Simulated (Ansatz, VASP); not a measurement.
# One calculation of Ba2ZnP2, two programs

```xyz
5
Lattice="-2.3166 3.0079 4.6206 2.3166 -3.0079 4.6206 2.3166 3.0079 -4.6206" Properties=species:S:1:pos:R:3 pbc="T T T"
Ba    2.3166    0.0000    2.7180
Ba    0.0000    3.0079    1.9026
Zn    0.0000    0.0000    0.0000
P     0.0000    1.2947    4.6206
P     2.3166    1.7132    0.0000
```

Change from the starting cell: species swapped into the Tm2GaCo2 type (Immm, No. 71).

Alike in both runs: task relaxation of cell and atoms; functional PBE; k mesh 4 × 4 × 4; occupations gaussian, width 0.2 eV; no spin polarisation.

```csv
,VASP,Ansatz
version,VASP 6.6.1,Ansatz 0.2.0
potentials or method,"VASP PAW PBE potentials, release 64 (Ba_sv, Zn, P), cutoff 600 eV","scalar-relativistic, plane waves, PAW"
valence electrons in the cell,42,42
```

```csv
,VASP,Ansatz,Ansatz less VASP
"gap on the k mesh at the Fermi level, each at its own relaxed structure (eV)",none,none,-
relaxed volume (Å³/atom),29.55,28.77,-0.779
relaxed cell length with the largest relative difference (Å),6.050,6.049,-0.0017
```

A gap of «none» marks a metal or a gap that the smearing closes.

The k mesh is coarse, so the values compare programs but aren't converged. Neither program's run includes spin-orbit coupling.
